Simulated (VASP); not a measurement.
Set up this calculation in VASP 6.6.1, as the native input.

```yaml
Task: relaxation of cell and atoms
Functional: LDA
Potentials_or_basis: VASP PAW PBE potentials, release 64 (Eu)
Cutoff: 600 eV
k_mesh: 15 × 15 × 15
Occupations: fermi-dirac, width 0.1 eV
Spin: collinear spin, ferromagnetic start
Starting_moments: "[7.0] μB"
Target_pressure: 22 GPa
Dipole_correction: no
Further_INCAR_settings: ALGO = Normal; EDIFF = 1e-06; IBRION = 2; EDIFFG = -0.005; NSW = 32; ISIF = 3
```

The structure of Eu lies in POSCAR:

```
Eu
1.0
    0.0000000000      2.1804720775      2.1804720775
    2.1804720775      0.0000000000      2.1804720775
    2.1804720775      2.1804720775      0.0000000000
Eu
1
Direct
    0.0000000000      0.0000000000      0.0000000000
```

This isn't the form of Eu at room conditions, which is bcc.

The input as run:

INCAR

```
SYSTEM = Eu
PREC     = Accurate       ! precision mode
ENCUT    = 600            ! plane-wave cutoff, eV
EDIFF    = 1E-6           ! SCF threshold, eV
ISMEAR   = -1             ! smearing method
SIGMA    = 0.1            ! smearing width, eV
LREAL    = .False.        ! projectors in reciprocal space
LASPH    = .True.         ! aspherical terms in the spheres
NELM     = 150            ! most SCF steps
ALGO     = Normal         ! electronic algorithm
ISIF     = 3              ! what is computed and relaxed
LWAVE    = .False.        ! write WAVECAR
LCHARG   = .False.        ! write CHGCAR
ISPIN    = 2              ! spin polarisation
MAGMOM   = 7              ! initial moments
LORBIT   = 11             ! projections on sites
LMAXMIX  = 6              ! l up to which the mixer works
GGA      = CA             ! functional
IBRION   = 2              ! ionic algorithm
NSW      = 32             ! ionic steps
EDIFFG   = -0.005         ! ionic threshold
PSTRESS  = 220.0
```

KPOINTS

```
regular mesh
0
Gamma
  15 15 15
  0 0 0
```

Potentials or basis: VASP PAW PBE potentials, release 64 (Eu).

Run with:

```bash
$ cat potpaw_PBE.64/Eu/POTCAR > POTCAR
$ mpirun -np 1 vasp_std > vasp.out
```

Results of the run:

- Relaxed volume: 20.76 Å³/atom
- Relaxed cell: a = 3.085 Å, b = 3.085 Å, c = 3.085 Å, α = 60.00°, β = 60.00°, γ = 60.00°
- Space group after relaxing (to 0.1 Å): Fm-3m (No. 225)
- Energy change on relaxing (the run minimises the enthalpy): -4.1 meV/atom
- Ionic steps: 21
- Pressure after relaxing: 22.0 GPa
- Net moment: 6.91 μB per cell
- Site moments: Eu +6.56 μB
- Valence electrons inside the program's atomic spheres: Eu 15.09

Caveat: the cell is relaxed towards a set pressure, so the run minimises the enthalpy, not the energy; the PAW data sets were made with another functional, which shifts forces and pressure a little; semilocal functionals describe open f shells poorly, which spoils levels, moments and volumes.

Run time: 9.3 min on 1 thread of Intel(R) Xeon(R) 6975P-C (Granite Rapids), with other jobs on the host, peak memory 0.25 GiB.
